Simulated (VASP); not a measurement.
A run of VASP 6.6.1:

Contents of POSCAR:

```
Sn3Te
1.0
    4.8656220000      0.0000000000      0.0000000000
    0.0000000000      4.8656220000      0.0000000000
    0.0000000000      0.0000000000      4.8656220000
Te Sn
1 3
Direct
    0.0000000000      0.0000000000      0.0000000000
    0.0000000000      0.5000000000      0.5000000000
    0.5000000000      0.0000000000      0.5000000000
    0.5000000000      0.5000000000      0.0000000000
```

INCAR.step1

```
PREC = Accurate
ENCUT = 520
ISMEAR = -1
SIGMA = 0.05
LREAL = False
LASPH = True
NELM = 60
NBANDS = 32
GGA = PE
ALGO = Normal
EDIFF = 1E-4
LWAVE = True
LCHARG = False
```

Contents of INCAR.step2:

```
PREC = Accurate
ENCUT = 520
EDIFF = 1E-7
ISMEAR = -1
SIGMA = 0.05
LREAL = False
LASPH = True
NELM = 60
ALGO = Normal
ISIF = 2
LWAVE = False
LCHARG = False
METAGGA = R2SCAN
LMIXTAU = True
NBANDS = 32
ISTART = 1
```

File KPOINTS:

```
Automatic mesh
0
Gamma
  6 6 6
```

Potentials or basis: VASP PAW PBE potentials, release 64 (Te, Sn_d).

The run is started by

```sh
$ cat potpaw_PBE.64/Te/POTCAR potpaw_PBE.64/Sn_d/POTCAR > POTCAR
$ cp INCAR.step1 INCAR
$ mpirun -np 1 vasp_std > vasp.out
$ cp INCAR.step2 INCAR
$ mpirun -np 1 vasp_std > vasp.out
```

Hardware: 1 thread of AMD EPYC 9R45 (Zen 5), on a shared host.

Q: Estimate the wall time of this run.

A: It took 4.2 min on 1 thread of AMD EPYC 9R45 (Zen 5), with other jobs on the host, peak memory 0.21 GiB. Counts: k points 20.
